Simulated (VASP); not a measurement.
**InSe: single point with BLYP**

Crystal: InSe.

```
In Se
1.0
     2.00000    1.15470    8.44000
    -2.00000    1.15470    8.44000
     0.00000   -2.30940    8.44000
In Se
2 2
Direct
  0.00000 0.00000 0.00000
  0.11140 0.11140 0.11140
  0.61650 0.61650 0.61650
  0.82810 0.82810 0.82810
```

| Quantity | Value |
| --- | --- |
| Program | VASP 6.6.1 |
| Task | single point |
| Functional | BLYP |
| Potentials or basis | VASP PAW PBE potentials, release 64 (In_d, Se) |
| Cutoff | 520 eV |
| k mesh | 6 × 6 × 6 |
| Occupations | gaussian, width 0.01 eV |
| Spin | no spin polarisation |

| Item | Value |
| --- | --- |
| Pressure | 5.8 GPa |
| Largest force | 0.456 eV/Å |
| Band gap on the k mesh | 0.39 eV, direct |

Forces in eV/Å, atoms in the order of the input:
```
In   0.000  0.000  0.446
In   0.000  0.000 -0.456
Se   0.000  0.000 -0.425
Se   0.000  0.000  0.435
```

Stress tensor (GPa, compression positive):
```
6.58 0.00 0.00
0.00 6.58 0.00
0.00 0.00 4.32
```

Levels at points of the mesh, in eV from the valence-band top:
```csv
k point,band 15,band 16,band 17,band 18,band 19,band 20,band 21,band 22,band 23,band 24
"(0.00, 0.00, 0.00)",-1.51,-1.30,-1.30,-1.21,-1.21,1.65,2.15,4.36,4.36,5.22
"(0.50, 0.00, 0.00)",-3.43,-2.37,-2.32,-2.22,-1.67,1.27,1.94,3.70,4.06,4.78
"(0.50, 0.50, 0.00)",-3.19,-2.64,-2.48,-2.04,-1.50,1.16,2.03,3.38,3.72,4.38
"(0.50, 0.50, 0.50)",-1.37,-1.37,-1.13,-1.13,0.00,0.39,2.20,4.28,4.28,5.60
```

It took 13 min on 1 thread of Intel(R) Xeon(R) Platinum 8488C (Sapphire Rapids), on a shared host, peak memory 0.67 GiB.

Caveat: the PAW data sets were made with another functional, which shifts forces and pressure a little; spin-orbit coupling is left out, which moves the levels of the heavy elements. A k mesh can miss the band edges.
